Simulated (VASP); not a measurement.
# Au in VASP: notebook

Au is run at these levels: PBEsol; tasks: single point, relaxation of cell and atoms.

Program: VASP 6.6.1. These are calculated values, not measurements. Logs are shortened: lines on timing, memory, paths and dates and some standing lists are left out, and cuts for length are marked.

### Step 1. The cell of the first run

The structure is cubic, space group Im-3m (No. 229). Conventional cell: a = 3.242 Å, b = 3.242 Å, c = 3.242 Å, α = 90.00°, β = 90.00°, γ = 90.00°. Au (site symmetry m-3m) has 14 Au at 2.81 to 3.24 Å within 3.7 Å.

This isn't the form of Au at room conditions, which is fcc.

### Step 2. Single point, PBEsol

INCAR

```
SYSTEM = Au
  PREC = Accurate
  ENCUT = 520
  EDIFF = 1E-6
  ISMEAR = 0
  SIGMA = 0.1
  LREAL = .FALSE.
  LASPH = .TRUE.
  NELM = 60
  ALGO = Fast
  ISIF = 2
  LWAVE = .FALSE.
  LCHARG = .TRUE.
  GGA = PS
  LELF = .TRUE.
  LVHAR = .TRUE.
  NBANDS = 12
```

KPOINTS

```
Automatic mesh
0
G
  18 18 18
  0 0 0
```

POSCAR

```
Au
1.0
   -1.6211021883      1.6211021883      1.6211021883
    1.6211021883     -1.6211021883      1.6211021883
    1.6211021883      1.6211021883     -1.6211021883
Au
1
Direct
    0.0000000000      0.0000000000      0.0000000000
```

Potentials or basis: VASP PAW PBE potentials, release 64 (Au).

Started as:

```console
$ cat potpaw_PBE.64/Au/POTCAR > POTCAR
$ mpirun -np 1 vasp_std > vasp.out
```

OUTCAR:

```text
SYSTEM = Au
   PREC = Accurate
   ENCUT = 520
   EDIFF = 1E-6
   ISMEAR = 0
   LREAL = .FALSE.
   LASPH = .TRUE.
   NELM = 60
   ISIF = 2
   GGA = PS

 ion  position               nearest neighbor table
   1  0.000  0.000  0.000-

  LATTYP: Found a body centered cubic cell.
 ALAT       =     3.2422043766

  Lattice vectors:

 A1 = (  -1.6211021883,   1.6211021883,   1.6211021883)
 A2 = (   1.6211021883,  -1.6211021883,   1.6211021883)
 A3 = (   1.6211021883,   1.6211021883,  -1.6211021883)

Analysis of symmetry for initial positions (statically):
=====================================================================
 Subroutine PRICEL returns:
 Original cell was already a primitive cell.

 Routine SETGRP: Setting up the symmetry group for a
 body centered cubic supercell.

 Subroutine GETGRP returns: Found 48 space group operations
 (whereof 48 operations were pure point group operations)
 out of a pool of 48 trial point group operations.

The static configuration has the point symmetry O_h .

Analysis of symmetry for dynamics (positions and initial velocities):
=====================================================================
 Subroutine PRICEL returns:
 Original cell was already a primitive cell.

 Routine SETGRP: Setting up the symmetry group for a
 body centered cubic supercell.

 Subroutine GETGRP returns: Found 48 space group operations
 (whereof 48 operations were pure point group operations)
 out of a pool of 48 trial point group operations.

The dynamic configuration has the point symmetry O_h .

 Subroutine INISYM returns: Found 48 space group operations
 (whereof 48 operations are pure point group operations),
 and found     1 'primitive' translations

----------------------------------------------------------------------------------------

                                     Primitive cell

  volume of cell :      17.0408

  direct lattice vectors                    reciprocal lattice vectors
    -1.621102188  1.621102188  1.621102188     0.000000000  0.308432129  0.308432129
     1.621102188 -1.621102188  1.621102188     0.308432129  0.000000000  0.308432129
     1.621102188  1.621102188 -1.621102188     0.308432129  0.308432129  0.000000000

  length of vectors
     2.807831354  2.807831354  2.807831354     0.436188901  0.436188901  0.436188901

  position of ions in fractional coordinates (direct lattice)
     0.000000000  0.000000000  0.000000000

  ion indices of the primitive-cell ions
   primitive index   ion index
                 1           1

----------------------------------------------------------------------------------------

 KPOINTS: Automatic mesh

Automatic generation of k-mesh.
 Grid dimensions read from file:
 generate k-points for:   18   18   18

 Generating k-lattice:

  Cartesian coordinates                     Fractional coordinates (reciprocal lattice)
     0.000000000  0.017135118  0.017135118     0.055555556  0.000000000  0.000000000
     0.017135118  0.000000000  0.017135118     0.000000000  0.055555556  0.000000000
     0.017135118  0.017135118  0.000000000     0.000000000  0.000000000  0.055555556

  Length of vectors
     0.024232717  0.024232717  0.024232717

  Shift w.r.t. Gamma in fractional coordinates (k-lattice)
     0.000000000  0.000000000  0.000000000

 Subroutine IBZKPT returns following result:
 ===========================================

 Found    195 irreducible k-points:

 Following reciprocal coordinates:
            Coordinates               Weight
  0.000000  0.000000  0.000000      1.000000
  0.055556  0.000000  0.000000     12.000000
  0.111111  0.000000  0.000000     12.000000
  0.166667  0.000000  0.000000     12.000000
  0.222222  0.000000  0.000000     12.000000
  0.277778  0.000000  0.000000     12.000000
[... 16 lines left out ...]
  0.333333  0.111111 -0.000000     48.000000
  0.388889  0.111111  0.000000     48.000000
 [... further k-points ...]
   k-points           NKPTS =    195   k-points in BZ     NKDIM =    195   number of bands    NBANDS=     12
   number of dos      NEDOS =    301   number of ions     NIONS =      1
   total plane-waves  NPLWV =  13824
   dimension x,y,z NGX =    24 NGY =   24 NGZ =   24
   dimension x,y,z NGXF=    48 NGYF=   48 NGZF=   48
   ions per type =               1
   NGX,Y,Z   is equivalent  to a cutoff of  14.21, 14.21, 14.21 a.u.
   NGXF,Y,Z  is equivalent  to a cutoff of  28.42, 28.42, 28.42 a.u.
 SYSTEM =  Au
   PREC   = accura    normal or accurate (medium, high low for compatibility)
   ISTART =      0    job   : 0-new  1-cont  2-samecut
   ICHARG =      2    charge: 1-file 2-atom 10-const
   ISPIN  =      1    spin polarized calculation?
   LNONCOLLINEAR =      F non collinear calculations
   LSORBIT =      F    spin-orbit coupling
   LASPH  =      T    aspherical Exc in radial PAW
   ENCUT  =  520.0 eV  38.22 Ry    6.18 a.u.   5.22  5.22  5.22*2*pi/ulx,y,z
   NELM   =     60;   NELMIN=  2; NELMDL= -5     # of ELM steps
   EDIFF  = 0.1E-05   stopping-criterion for ELM
   LREAL  =      F    real-space projection
   EDIFFG = 0.1E-04   stopping-criterion for IOM
   NSW    =      0    number of steps for IOM
   IBRION =     -1    ionic relax: 0-MD 1-quasi-New 2-CG
   NFREE  =      0    steps in history (QN), initial steepest desc. (CG)
   ISIF   =      2    stress and relaxation
   ISYM   =      2    0-nonsym 1-usesym 2-fastsym
   POTIM  = 0.5000    time-step for ionic-motion
   TEBEG  =    0.0;   TEEND  =   0.0 temperature during run
   PSTRESS=    0.0 pullay stress
   NELECT =      11.0000    total number of electrons
   NUPDOWN=      -1.0000    fix difference up-down
   EMIN   =  10.00;   EMAX   =-10.00  energy-range for DOS
   EFERMI =   0.00;   METHOD = LEGACY
   ISMEAR =     0;   SIGMA  =   0.10  broadening in eV -4-tet -1-fermi 0-gaus
   EFERMI_NEDOS =   21; number of points for ismear=-14 and -15
   IALGO  =     68    algorithm
   IMIX   =      4    mixing-type and parameters
     AMIX     =   0.40;   BMIX     =  1.00
     AMIX_MAG =   1.60;   BMIX_MAG =  1.00
  volume/ion in A,a.u.               =      17.04       115.00
  Fermi-wavevector in a.u.,A,eV,Ry     =   1.414844  2.673668 27.235933  2.001785
  Thomas-Fermi vector in A             =   2.536344
   LORBIT       =      0    0 simple, 1 ext, 2 COOP (PROOUT), +10 PAW based schemes
   GGA     = PS    functional components
   LHFCALC =     F    Hartree Fock is set to
   AEXX    =    0.0000 exact exchange contribution
   IVDW    =     0    specifies the selected vdW correction
   LEPSILON=     F    determine dielectric tensor
   LRPA    =     F    only Hartree local field effects (RPA)
 non-spin polarized calculation
 RMM-DIIS sequential band-by-band and
 Gauss-broadening in eV      SIGMA  =   0.10
  energy-cutoff  :      520.00
  volume of cell :       17.04
 maximum number of plane-waves:       472
 NGX is ok and might be reduce to    24
   NGX = 11   NGY = 11   NGZ = 11

 number of electron      11.0000001 magnetization

 Free energy of the ion-electron system (eV)
  ---------------------------------------------------
  ext. energy  EPLUGINS =         0.00000000
  ---------------------------------------------------
  free energy    TOTEN  =        -3.90494533 eV

  energy without entropy =       -3.90452113  energy(sigma->0) =       -3.90473323

 E-fermi :   9.3031     XC(G=0): -12.8879

 val. band max:        9.2601748929   @ k =   0.3889   0.0556   0.0556
 cond. band min:       9.3680450725   @ k =  -0.3333   0.3333   0.3333
 fundamental gap:      0.1078701796
 Fermi energy:         9.3030966319

 k-point     1 :       0.0000    0.0000    0.0000
  band No.  band energies     occupation
      1      -0.6310      2.00000
      2       4.4150      2.00000
      3       4.4150      2.00000
      4       4.4150      2.00000
      5       6.3682      2.00000
      6       6.3682      2.00000
      7      25.7793      0.00000
      8      25.7793      0.00000
      9      25.7793      0.00000
     10      33.5965      0.00000
     11      33.5965      0.00000
     12      33.6003      0.00000

 k-point     2 :       0.0556    0.0000    0.0000
  band No.  band energies     occupation
      1      -0.5166      2.00000
      2       4.3779      2.00000
      3       4.4181      2.00000
      4       4.4964      2.00000
      5       6.3228      2.00000
      6       6.3708      2.00000
      7      25.7780      0.00000
      8      25.8123      0.00000
      9      25.9273      0.00000
     10      32.1094      0.00000
     11      32.2639      0.00000
     12      33.1857      0.00000

 k-point     3 :       0.1111    0.0000    0.0000
  band No.  band energies     occupation
      1      -0.1823      2.00000
      2       4.2728      2.00000
      3       4.4234      2.00000
      4       4.7360      2.00000
      5       6.2115      2.00000
      6       6.3795      2.00000
      7      25.5720      0.00000
      8      25.8074      0.00000
      9      26.3591      0.00000
     10      30.4716      0.00000
     11      30.7674      0.00000
     12      32.0756      0.00000
[... 286 lines left out ...]
 k-point    23 :       0.3333    0.1111   -0.0000
  band No.  band energies     occupation
      1       2.2976      2.00000
      2       3.5080      2.00000
      3       5.4416      2.00000
      4       6.1856      2.00000
      5       6.7131      2.00000
      6       8.4163      2.00000
      7      15.6907      0.00000
      8      21.5459      0.00000
      9      23.3895      0.00000
     10      29.9841      0.00000
     11      32.4728      0.00000
     12      32.5512      0.00000

 k-point    24 :       0.3889    0.1111    0.0000
  band No.  band energies     occupation
      1       2.2847      2.00000
      2       3.4279      2.00000
      3       5.8817      2.00000
      4       6.2298      2.00000
      5       7.0071      2.00000
      6       9.4351      0.06202
      7      13.7679      0.00000
      8      21.0727      0.00000
      9      22.8191      0.00000
     10      30.6037      0.00000
     11      32.1760      0.00000
     12      32.6767      0.00000

 [... further k-points ...]

------------------------ aborting loop because EDIFF is reached ----------------------------------------

  FORCE on cell =-STRESS in cart. coord.  units (eV):
  Direction    XX          YY          ZZ          XY          YZ          ZX
  --------------------------------------------------------------------------------------
  -------------------------------------------------------------------------------------
  Total       -0.0262368     -0.0262368     -0.0262368      0.0000000      0.0000000     -0.0000000
  in kB       -2.4667817     -2.4667817     -2.4667817      0.0000000      0.0000000     -0.0000000
  external PRESSURE =      -2.4667817 kB  Pullay stress =       0.0000000 kB

 VOLUME and BASIS-vectors are now :
 -----------------------------------------------------------------------------
  energy-cutoff  :      520.00
  volume of cell :       17.04
      direct lattice vectors                 reciprocal lattice vectors
    -1.621102188  1.621102188  1.621102188     0.000000000  0.308432129  0.308432129
     1.621102188 -1.621102188  1.621102188     0.308432129  0.000000000  0.308432129
     1.621102188  1.621102188 -1.621102188     0.308432129  0.308432129  0.000000000

 POSITION                                       TOTAL-FORCE (eV/Angst)
 -----------------------------------------------------------------------------------
      0.00000      0.00000      0.00000         0.000000     -0.000000      0.000000
 -----------------------------------------------------------------------------------
    total drift:                               -0.000000      0.000000     -0.000000

  FREE ENERGIE OF THE ION-ELECTRON SYSTEM (eV)
  ---------------------------------------------------
  free  energy   TOTEN  =        -3.9049453293 eV

  energy  without entropy=       -3.9045211258  energy(sigma->0) =       -3.90473323
```

Run time: 12 s. Hardware: 1 thread of Intel Xeon 6975P-C (Granite Rapids), shared host; peak memory 0.17 GiB.

Results:

| Property | Result |
| --- | --- |
| Free energy | -3.9049 eV |
| Pressure | -0.2 GPa |
| Band gap on the k mesh | zero (an odd number of electrons rules out a gap without spin polarisation) |

Caveat: the PAW data sets were made with another functional, which shifts forces and pressure a little; spin-orbit coupling is left out, which moves the levels of the heavy elements.

(Continued in part 2 of 2.)
